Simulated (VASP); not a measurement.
# In (I4/mmm) in VASP: further runs

Runs on In. Level: PBEsol. Tasks: single point.

All numbers are computed with VASP 6.6.1; they aren't measurements. Logs are shortened: lines on timing, memory, paths and dates and some standing lists are left out, and cuts for length are marked.

## 1. The cell of the first run

Symmetry: I4/mmm, No. 139, tetragonal system. Conventional cell: a = 3.350 Å, b = 3.350 Å, c = 4.799 Å, α = 90.00°, β = 90.00°, γ = 90.00°. In (site symmetry 4/mmm) has 12 In at 3.35 to 3.37 Å within 4.4 Å.

## 2. Single point, PBEsol (strain +0.030 along x and y, -0.030 along z)

INCAR

```
ALGO = Fast ; EDIFF = 1E-6
ENCUT = 520 ; GGA = PS
ISIF = 2 ; ISMEAR = 0
LASPH = T ; LCHARG = T
LELF = T ; LREAL = F
LVHAR = T ; LWAVE = F
NBANDS = 12 ; NELM = 80
PREC = Accurate ; SIGMA = 0.15
```

KPOINTS

```
k-points
0
Gamma
  20 20 20
```

POSCAR

```
In
1.0
   -1.6749345000      1.6749345000      2.3997315000
    1.6749345000     -1.6749345000      2.3997315000
    1.6749345000      1.6749345000     -2.3997315000
In
1
Direct
    0.0000000000      0.0000000000      0.0000000000
```

Potentials or basis: VASP PAW PBE potentials, release 64 (In_d).

On the command line:

```sh
$ cat potpaw_PBE.64/In_d/POTCAR > POTCAR
$ mpirun -np 1 vasp_std > vasp.out
```

OUTCAR:

```text
EDIFF = 1E-6
   ENCUT = 520
   GGA = PS
   ISIF = 2
   ISMEAR = 0
   LASPH = T
   LREAL = F
   NELM = 80
   PREC = Accurate

 ion  position               nearest neighbor table
   1  0.000  0.000  0.000-

  LATTYP: Found a body centered tetragonal cell.
 ALAT       =     3.3498690000
 C/A-ratio  =     1.4327315486

  Lattice vectors:

 A1 = (  -1.6749345000,   1.6749345000,   2.3997315000)
 A2 = (   1.6749345000,  -1.6749345000,   2.3997315000)
 A3 = (   1.6749345000,   1.6749345000,  -2.3997315000)

Analysis of symmetry for initial positions (statically):
=====================================================================
 Subroutine PRICEL returns:
 Original cell was already a primitive cell.

 Routine SETGRP: Setting up the symmetry group for a
 body centered tetragonal supercell.

 Subroutine GETGRP returns: Found 16 space group operations
 (whereof 16 operations were pure point group operations)
 out of a pool of 16 trial point group operations.

The static configuration has the point symmetry D_4h.

Analysis of symmetry for dynamics (positions and initial velocities):
=====================================================================
 Subroutine PRICEL returns:
 Original cell was already a primitive cell.

 Routine SETGRP: Setting up the symmetry group for a
 body centered tetragonal supercell.

 Subroutine GETGRP returns: Found 16 space group operations
 (whereof 16 operations were pure point group operations)
 out of a pool of 16 trial point group operations.

The dynamic configuration has the point symmetry D_4h.

 Subroutine INISYM returns: Found 16 space group operations
 (whereof 16 operations are pure point group operations),
 and found     1 'primitive' translations

----------------------------------------------------------------------------------------

                                     Primitive cell

  volume of cell :      26.9289

  direct lattice vectors                    reciprocal lattice vectors
    -1.674934500  1.674934500  2.399731500     0.000000000  0.298519136  0.208356643
     1.674934500 -1.674934500  2.399731500     0.298519136  0.000000000  0.208356643
     1.674934500  1.674934500 -2.399731500     0.298519136  0.298519136  0.000000000

  length of vectors
     3.371872244  3.371872244  3.371872244     0.364041434  0.364041434  0.422169811

  position of ions in fractional coordinates (direct lattice)
     0.000000000  0.000000000  0.000000000

  ion indices of the primitive-cell ions
   primitive index   ion index
                 1           1

----------------------------------------------------------------------------------------

 KPOINTS: k-points

Automatic generation of k-mesh.
 Grid dimensions read from file:
 generate k-points for:   20   20   20

 Generating k-lattice:

  Cartesian coordinates                     Fractional coordinates (reciprocal lattice)
     0.000000000  0.014925957  0.010417832     0.050000000 -0.000000000  0.000000000
     0.014925957  0.000000000  0.010417832    -0.000000000  0.050000000  0.000000000
     0.014925957  0.014925957  0.000000000     0.000000000  0.000000000  0.050000000

  Length of vectors
     0.018202072  0.018202072  0.021108491

  Shift w.r.t. Gamma in fractional coordinates (k-lattice)
     0.000000000  0.000000000  0.000000000

 Subroutine IBZKPT returns following result:
 ===========================================

 Found    641 irreducible k-points:

 Following reciprocal coordinates:
            Coordinates               Weight
  0.000000  0.000000  0.000000      1.000000
  0.050000  0.000000 -0.000000      8.000000
  0.100000  0.000000  0.000000      8.000000
  0.150000  0.000000 -0.000000      8.000000
  0.200000  0.000000  0.000000      8.000000
  0.250000  0.000000 -0.000000      8.000000
[... 16 lines left out ...]
 -0.400000  0.050000  0.000000     16.000000
 -0.350000  0.050000  0.000000     16.000000
 [... further k-points ...]
   k-points           NKPTS =    641   k-points in BZ     NKDIM =    641   number of bands    NBANDS=     12
   number of dos      NEDOS =    301   number of ions     NIONS =      1
   total plane-waves  NPLWV =  21952
   dimension x,y,z NGX =    28 NGY =   28 NGZ =   28
   dimension x,y,z NGXF=    56 NGYF=   56 NGZF=   56
   ions per type =               1
   NGX,Y,Z   is equivalent  to a cutoff of  13.81, 13.81, 13.81 a.u.
   NGXF,Y,Z  is equivalent  to a cutoff of  27.61, 27.61, 27.61 a.u.
 SYSTEM =  unknown system
   PREC   = accura    normal or accurate (medium, high low for compatibility)
   ISTART =      0    job   : 0-new  1-cont  2-samecut
   ICHARG =      2    charge: 1-file 2-atom 10-const
   ISPIN  =      1    spin polarized calculation?
   LNONCOLLINEAR =      F non collinear calculations
   LSORBIT =      F    spin-orbit coupling
   LASPH  =      T    aspherical Exc in radial PAW
   ENCUT  =  520.0 eV  38.22 Ry    6.18 a.u.   6.27  6.27  6.27*2*pi/ulx,y,z
   NELM   =     80;   NELMIN=  2; NELMDL= -5     # of ELM steps
   EDIFF  = 0.1E-05   stopping-criterion for ELM
   LREAL  =      F    real-space projection
   EDIFFG = 0.1E-04   stopping-criterion for IOM
   NSW    =      0    number of steps for IOM
   IBRION =     -1    ionic relax: 0-MD 1-quasi-New 2-CG
   NFREE  =      0    steps in history (QN), initial steepest desc. (CG)
   ISIF   =      2    stress and relaxation
   ISYM   =      2    0-nonsym 1-usesym 2-fastsym
   POTIM  = 0.5000    time-step for ionic-motion
   TEBEG  =    0.0;   TEEND  =   0.0 temperature during run
   PSTRESS=    0.0 pullay stress
   NELECT =      13.0000    total number of electrons
   NUPDOWN=      -1.0000    fix difference up-down
   EMIN   =  10.00;   EMAX   =-10.00  energy-range for DOS
   EFERMI =   0.00;   METHOD = LEGACY
   ISMEAR =     0;   SIGMA  =   0.15  broadening in eV -4-tet -1-fermi 0-gaus
   EFERMI_NEDOS =   21; number of points for ismear=-14 and -15
   IALGO  =     68    algorithm
   IMIX   =      4    mixing-type and parameters
     AMIX     =   0.40;   BMIX     =  1.00
     AMIX_MAG =   1.60;   BMIX_MAG =  1.00
  volume/ion in A,a.u.               =      26.93       181.73
  Fermi-wavevector in a.u.,A,eV,Ry     =   1.284251  2.426882 22.440091  1.649300
  Thomas-Fermi vector in A             =   2.416456
   LORBIT       =      0    0 simple, 1 ext, 2 COOP (PROOUT), +10 PAW based schemes
   GGA     = PS    functional components
   LHFCALC =     F    Hartree Fock is set to
   AEXX    =    0.0000 exact exchange contribution
   IVDW    =     0    specifies the selected vdW correction
   LEPSILON=     F    determine dielectric tensor
   LRPA    =     F    only Hartree local field effects (RPA)
 non-spin polarized calculation
 RMM-DIIS sequential band-by-band and
 Gauss-broadening in eV      SIGMA  =   0.15
  energy-cutoff  :      520.00
  volume of cell :       26.93
 maximum number of plane-waves:       740
 NGX is ok and might be reduce to    28
   NGX = 13   NGY = 13   NGZ = 13

 number of electron      13.0000000 magnetization

 Free energy of the ion-electron system (eV)
  ---------------------------------------------------
  ext. energy  EPLUGINS =         0.00000000
  ---------------------------------------------------
  free energy    TOTEN  =        -2.97774437 eV

  energy without entropy =       -2.97251969  energy(sigma->0) =       -2.97513203

 E-fermi :   7.0325     XC(G=0): -10.2690

 val. band max:        7.0260289473   @ k =   0.5000   0.1500   0.1000
 cond. band min:       7.0409451780   @ k =   0.2500   0.2500   0.2000
 fundamental gap:      0.0149162308
 Fermi energy:         7.0324565134

 k-point     1 :       0.0000    0.0000    0.0000
  band No.  band energies     occupation
      1      -7.4936      2.00000
      2      -7.4769      2.00000
      3      -7.4769      2.00000
      4      -7.3304      2.00000
      5      -7.3138      2.00000
      6      -2.3346      2.00000
      7      17.3114      0.00000
      8      17.3114      0.00000
      9      17.3439      0.00000
     10      18.4984      0.00000
     11      20.7746      0.00000
     12      20.7917      0.00000

 k-point     2 :       0.0500    0.0000   -0.0000
  band No.  band energies     occupation
      1      -7.4911      2.00000
      2      -7.4758      2.00000
      3      -7.4728      2.00000
      4      -7.3308      2.00000
      5      -7.3145      2.00000
      6      -2.2812      2.00000
      7      16.5848      0.00000
      8      17.2167      0.00000
      9      17.2267      0.00000
     10      18.3440      0.00000
     11      20.9500      0.00000
     12      20.9573      0.00000

 k-point     3 :       0.1000    0.0000    0.0000
  band No.  band energies     occupation
      1      -7.4882      2.00000
      2      -7.4695      2.00000
      3      -7.4618      2.00000
      4      -7.3308      2.00000
      5      -7.3157      2.00000
      6      -2.1203      2.00000
      7      15.0502      0.00000
      8      16.9579      0.00000
      9      16.9775      0.00000
     10      18.2449      0.00000
     11      21.4056      0.00000
     12      21.4153      0.00000
[... 286 lines left out ...]
 k-point    23 :      -0.4000    0.0500    0.0000
  band No.  band energies     occupation
      1      -7.5279      2.00000
      2      -7.4664      2.00000
      3      -7.4542      2.00000
      4      -7.2260      2.00000
      5      -7.1945      2.00000
      6       0.9316      2.00000
      7       6.2083      2.00000
      8      14.8111      0.00000
      9      15.3319      0.00000
     10      17.4981      0.00000
     11      20.0577      0.00000
     12      20.1063      0.00000

 k-point    24 :      -0.3500    0.0500    0.0000
  band No.  band energies     occupation
      1      -7.5198      2.00000
      2      -7.4575      2.00000
      3      -7.4453      2.00000
      4      -7.2556      2.00000
      5      -7.2195      2.00000
      6       0.1457      2.00000
      7       7.5898      0.00000
      8      14.8998      0.00000
      9      15.6173      0.00000
     10      17.7288      0.00000
     11      20.0007      0.00000
     12      20.5240      0.00000

 [... further k-points ...]
[... 5 lines left out ...]
  --------------------------------------------------------------------------------------
  -------------------------------------------------------------------------------------
  Total       -0.3498502     -0.3498502     -0.3409979      0.0000000     -0.0000000      0.0000000
  in kB      -20.8149051    -20.8149051    -20.2882223      0.0000000     -0.0000000      0.0000000
  external PRESSURE =     -20.6393442 kB  Pullay stress =       0.0000000 kB

 VOLUME and BASIS-vectors are now :
 -----------------------------------------------------------------------------
  energy-cutoff  :      520.00
  volume of cell :       26.93
      direct lattice vectors                 reciprocal lattice vectors
    -1.674934500  1.674934500  2.399731500     0.000000000  0.298519136  0.208356643
     1.674934500 -1.674934500  2.399731500     0.298519136  0.000000000  0.208356643
     1.674934500  1.674934500 -2.399731500     0.298519136  0.298519136  0.000000000

 POSITION                                       TOTAL-FORCE (eV/Angst)
 -----------------------------------------------------------------------------------
      0.00000      0.00000      0.00000        -0.000000     -0.000000      0.000000
 -----------------------------------------------------------------------------------
    total drift:                               -0.000000     -0.000000     -0.000000

  FREE ENERGIE OF THE ION-ELECTRON SYSTEM (eV)
  ---------------------------------------------------
  free  energy   TOTEN  =        -2.9777443698 eV

  energy  without entropy=       -2.9725196914  energy(sigma->0) =       -2.97513203
```

Run time: 2.7 min. Hardware: 1 thread of Intel Xeon Platinum 8488C (Sapphire Rapids), shared host; peak memory 0.31 GiB.

What came out:

* Free energy: -2.9777 eV
* Pressure: -2.1 GPa

Levels at points of the mesh, in eV from the Fermi level:
```
           k point  band 3  band 4  band 5  band 6  band 7  band 8  band 9  band 10
(0.00, 0.00, 0.00)  -14.51  -14.36  -14.35   -9.37   10.28   10.28   10.31    11.47
(0.50, 0.00, 0.00)  -14.50  -14.21  -14.21   -4.32   -3.27    8.07    8.32    10.78
(0.50, 0.50, 0.00)  -14.22  -14.18  -14.16   -2.09   -2.09    3.86    3.93     7.14
(0.50, 0.50, 0.50)  -14.22  -14.17  -14.17   -2.31   -2.22    4.07    4.07     7.35
```

Caveat: the cell differs from its parent crystal (strain +0.030 along x and y, -0.030 along z); the PAW data sets were made with another functional, which shifts forces and pressure a little; spin-orbit coupling is left out, which moves the levels of the heavy elements.

## 3. Single point, PBEsol (strain +0.015 along x and y, +0.015 along z)

INCAR

```
SYSTEM = In
ALGO = Fast
EDIFF = 1E-7
ENCUT = 520
GGA = PS
ISIF = 2
ISMEAR = 0
LASPH = .True.
LCHARG = .True.
LELF = .True.
LREAL = .False.
LVHAR = .True.
LWAVE = .False.
NBANDS = 12
NELM = 60
PREC = Accurate
SIGMA = 0.15
```

KPOINTS

```
k-points
0
Gamma
  20 20 20
  0 0 0
```

POSCAR

```
In
1.0
   -1.6505422500      1.6505422500      2.5110592500
    1.6505422500     -1.6505422500      2.5110592500
    1.6505422500      1.6505422500     -2.5110592500
In
1
Direct
    0.0000000000      0.0000000000      0.0000000000
```

Potentials or basis: VASP PAW PBE potentials, release 64 (In_d).

On the command line:

```sh
$ cat potpaw_PBE.64/In_d/POTCAR > POTCAR
$ mpirun -np 1 vasp_std > vasp.out
```

OUTCAR:

```text
SYSTEM = In
   EDIFF = 1E-7
   ENCUT = 520
   GGA = PS
   ISIF = 2
   ISMEAR = 0
   LASPH = .True.
   LREAL = .False.
   NELM = 60
   PREC = Accurate

 ion  position               nearest neighbor table
   1  0.000  0.000  0.000-

  LATTYP: Found a body centered tetragonal cell.
 ALAT       =     3.3010845000
 C/A-ratio  =     1.5213541186

  Lattice vectors:

 A1 = (  -1.6505422500,   1.6505422500,   2.5110592500)
 A2 = (   1.6505422500,  -1.6505422500,   2.5110592500)
 A3 = (   1.6505422500,   1.6505422500,  -2.5110592500)

Analysis of symmetry for initial positions (statically):
=====================================================================
 Subroutine PRICEL returns:
 Original cell was already a primitive cell.

 Routine SETGRP: Setting up the symmetry group for a
 body centered tetragonal supercell.

 Subroutine GETGRP returns: Found 16 space group operations
 (whereof 16 operations were pure point group operations)
 out of a pool of 16 trial point group operations.

The static configuration has the point symmetry D_4h.

Analysis of symmetry for dynamics (positions and initial velocities):
=====================================================================
 Subroutine PRICEL returns:
 Original cell was already a primitive cell.

 Routine SETGRP: Setting up the symmetry group for a
 body centered tetragonal supercell.

 Subroutine GETGRP returns: Found 16 space group operations
 (whereof 16 operations were pure point group operations)
 out of a pool of 16 trial point group operations.

The dynamic configuration has the point symmetry D_4h.

 Subroutine INISYM returns: Found 16 space group operations
 (whereof 16 operations are pure point group operations),
 and found     1 'primitive' translations

----------------------------------------------------------------------------------------

                                     Primitive cell
[... 111 lines left out ...]
  Fermi-wavevector in a.u.,A,eV,Ry     =   1.277417  2.413967 22.201892  1.631793
  Thomas-Fermi vector in A             =   2.410017
   LORBIT       =      0    0 simple, 1 ext, 2 COOP (PROOUT), +10 PAW based schemes
   GGA     = PS    functional components
   LHFCALC =     F    Hartree Fock is set to
   AEXX    =    0.0000 exact exchange contribution
   IVDW    =     0    specifies the selected vdW correction
   LEPSILON=     F    determine dielectric tensor
   LRPA    =     F    only Hartree local field effects (RPA)
 non-spin polarized calculation
 RMM-DIIS sequential band-by-band and
 Gauss-broadening in eV      SIGMA  =   0.15
  energy-cutoff  :      520.00
  volume of cell :       27.36
 maximum number of plane-waves:       753
 NGX is ok and might be reduce to    28
   NGX = 13   NGY = 13   NGZ = 13

 number of electron      12.9999997 magnetization

 Free energy of the ion-electron system (eV)
  ---------------------------------------------------
  ext. energy  EPLUGINS =         0.00000000
  ---------------------------------------------------
  free energy    TOTEN  =        -2.97188211 eV

  energy without entropy =       -2.96669299  energy(sigma->0) =       -2.96928755

 E-fermi :   6.8402     XC(G=0): -10.1931

 val. band max:        6.8340520007   @ k =   0.2500   0.2500   0.2500
 cond. band min:       6.8433197143   @ k =   0.3000   0.1000   0.0500
 fundamental gap:      0.0092677136
 Fermi energy:         6.8402315706

 k-point     1 :       0.0000    0.0000    0.0000
  band No.  band energies     occupation
      1      -7.7052      2.00000
      2      -7.6106      2.00000
      3      -7.6106      2.00000
      4      -7.5385      2.00000
      5      -7.4447      2.00000
      6      -2.4025      2.00000
      7      16.9740      0.00000
      8      16.9740      0.00000
      9      17.1211      0.00000
     10      18.3441      0.00000
     11      20.4318      0.00000
     12      20.5762      0.00000
[... 331 lines left out ...]
 k-point    24 :      -0.3500    0.0500   -0.0000
  band No.  band energies     occupation
      1      -7.6757      2.00000
      2      -7.6497      2.00000
      3      -7.5782      2.00000
      4      -7.4264      2.00000
      5      -7.3896      2.00000
      6       0.0682      2.00000
      7       7.3858      0.00000
      8      14.1930      0.00000
      9      15.6586      0.00000
     10      17.7910      0.00000
     11      18.9898      0.00000
     12      20.1947      0.00000

 [... further k-points ...]
[... 5 lines left out ...]
  --------------------------------------------------------------------------------------
  -------------------------------------------------------------------------------------
  Total       -0.4229548     -0.4229548     -0.4601744      0.0000000     -0.0000000      0.0000000
  in kB      -24.7647701    -24.7647701    -26.9440462      0.0000000     -0.0000000      0.0000000
  external PRESSURE =     -25.4911954 kB  Pullay stress =       0.0000000 kB

 VOLUME and BASIS-vectors are now :
 -----------------------------------------------------------------------------
  energy-cutoff  :      520.00
  volume of cell :       27.36
      direct lattice vectors                 reciprocal lattice vectors
    -1.650542250  1.650542250  2.511059250     0.000000000  0.302930749  0.199119157
     1.650542250 -1.650542250  2.511059250     0.302930749  0.000000000  0.199119157
     1.650542250  1.650542250 -2.511059250     0.302930749  0.302930749  0.000000000

 POSITION                                       TOTAL-FORCE (eV/Angst)
 -----------------------------------------------------------------------------------
      0.00000      0.00000      0.00000         0.000000     -0.000000     -0.000000
 -----------------------------------------------------------------------------------
    total drift:                                0.000000     -0.000000     -0.000000

  FREE ENERGIE OF THE ION-ELECTRON SYSTEM (eV)
  ---------------------------------------------------
  free  energy   TOTEN  =        -2.9718821052 eV

  energy  without entropy=       -2.9666929928  energy(sigma->0) =       -2.96928755
```

It took 3.6 min on 1 thread of Intel Xeon Platinum 8488C (Sapphire Rapids), shared host; peak memory 0.31 GiB.

Results:

- Free energy: -2.9719 eV
- Pressure: -2.5 GPa

Caveat: the cell differs from its parent crystal (strain +0.015 along x and y, +0.015 along z); the PAW data sets were made with another functional, which shifts forces and pressure a little; spin-orbit coupling is left out, which moves the levels of the heavy elements.
